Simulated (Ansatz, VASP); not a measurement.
# Al12O: VASP beside Ansatz

File INCAR:

```
SYSTEM = Al12O
ALGO     = Normal         ! electronic algorithm
DIPOL    = 0.5 0.5 0.302
EDIFF    = 1E-6           ! SCF threshold, eV
ENCUT    = 520            ! plane-wave cutoff, eV
GGA      = PE             ! functional
IDIPOL   = 3            
ISIF     = 2              ! what is computed and relaxed
ISMEAR   = 0              ! smearing method
ISPIN    = 2              ! spin polarisation
LASPH    = .TRUE.         ! aspherical terms in the spheres
LCHARG   = .FALSE.        ! write CHGCAR
LDIPOL   = .TRUE.       
LORBIT   = 11             ! projections on sites
LREAL    = .FALSE.        ! projectors in reciprocal space
LWAVE    = .FALSE.        ! write WAVECAR
MAGMOM   = 0 0 0 0 0 0 0 0 0 0 0 0 2 ! initial moments
NBANDS   = 37             ! bands
NELM     = 150            ! most SCF steps
PREC     = Accurate       ! precision mode
SIGMA    = 0.1            ! smearing width, eV
```

File KPOINTS:

```
k-points
0
G
  5 5 1
  0 0 0
```

POSCAR

```
Al12O
1.0
    5.7143028096      0.0000000000      0.0000000000
    0.0000000000      5.7143028096      0.0000000000
    0.0000000000      0.0000000000     21.1750228481
Al O
12 1
Direct
    0.2500000000      0.2500000000      0.1889018033
    0.2500000000      0.7500000000      0.1889018033
    0.7500000000      0.2500000000      0.1889018033
    0.7500000000      0.7500000000      0.1889018033
    0.0000000000      0.0000000000      0.2873686073
    0.0000000000      0.5000000000      0.2873686073
    0.5000000000      0.0000000000      0.2873686073
    0.5000000000      0.5000000000      0.2873686073
    0.2500000000      0.2500000000      0.3860691394
    0.2500000000      0.7500000000      0.3860691394
    0.7500000000      0.2500000000      0.3860691394
    0.7500000000      0.7500000000      0.3860691394
    0.2500000000      0.2500000000      0.4819368046
```

Input for Ansatz:

```yaml
crystal:
  lattice:
    - [5.7143028096, 0.0, 0.0]
    - [0.0, 5.7143028096, 0.0]
    - [0.0, 0.0, 21.1750228481]
  atoms:
    - { symbol: Al, position: [0.25, 0.25, 0.1889018033] }
    - { symbol: Al, position: [0.25, 0.75, 0.1889018033] }
    - { symbol: Al, position: [0.75, 0.25, 0.1889018033] }
    - { symbol: Al, position: [0.75, 0.75, 0.1889018033] }
    - { symbol: Al, position: [0.0, 0.0, 0.2873686073] }
    - { symbol: Al, position: [0.0, 0.5, 0.2873686073] }
    - { symbol: Al, position: [0.5, 0.0, 0.2873686073] }
    - { symbol: Al, position: [0.5, 0.5, 0.2873686073] }
    - { symbol: Al, position: [0.25, 0.25, 0.3860691394] }
    - { symbol: Al, position: [0.25, 0.75, 0.3860691394] }
    - { symbol: Al, position: [0.75, 0.25, 0.3860691394] }
    - { symbol: Al, position: [0.75, 0.75, 0.3860691394] }
    - { symbol: O, position: [0.25, 0.25, 0.4819368046], spin: 2.0 }
basis:
  ecutwfc: 420
kpoints:
  mp_grid: { grid: [5, 5, 1] }
hamiltonian:
  xc: pbe
scf:
  occupations: { method: gaussian, width: 0.1 }
output:
  forces: true
  eigenvalues: true
  populations: true
magnetization:
  spin_polarized: true
efield:
  axis: 3
  dipole_correction: true
  ramp_width: 0.04
```

Alike in both runs: task single point; functional PBE; k mesh 5 × 5 × 1; occupations gaussian, width 0.1 eV; collinear spin.

|  | VASP | Ansatz |
| --- | --- | --- |
| version | VASP 6.6.1 | Ansatz 0.2.0 |
| potentials or method | VASP PAW PBE potentials, release 64 (Al, O), cutoff 520 eV | scalar-relativistic, plane waves, PAW |
| valence electrons in the cell | 42 | 42 |

Ansatz gave:

| Property | Result |
| --- | --- |
| gap on the k mesh at the Fermi level (eV) | none |
| rms of the force components (eV/Å) | 0.875 |
| net moment per atom (μB) | 0.06 |
| size of the moment on the site where the two differ most (μB) | 0.39 |

Question: Estimate VASP's values.

Answer: gap on the k mesh at the Fermi level (eV): none; rms of the force components (eV/Å): 0.867; net moment per atom (μB): 0.06; size of the moment on the site where the two differ most (μB): 0.36.

Site moments also hang on the region over which each program counts them. Atom by atom the forces differ by 0.007 eV/Å (rms over components). A gap of «none» marks a metal or a gap that the smearing closes.
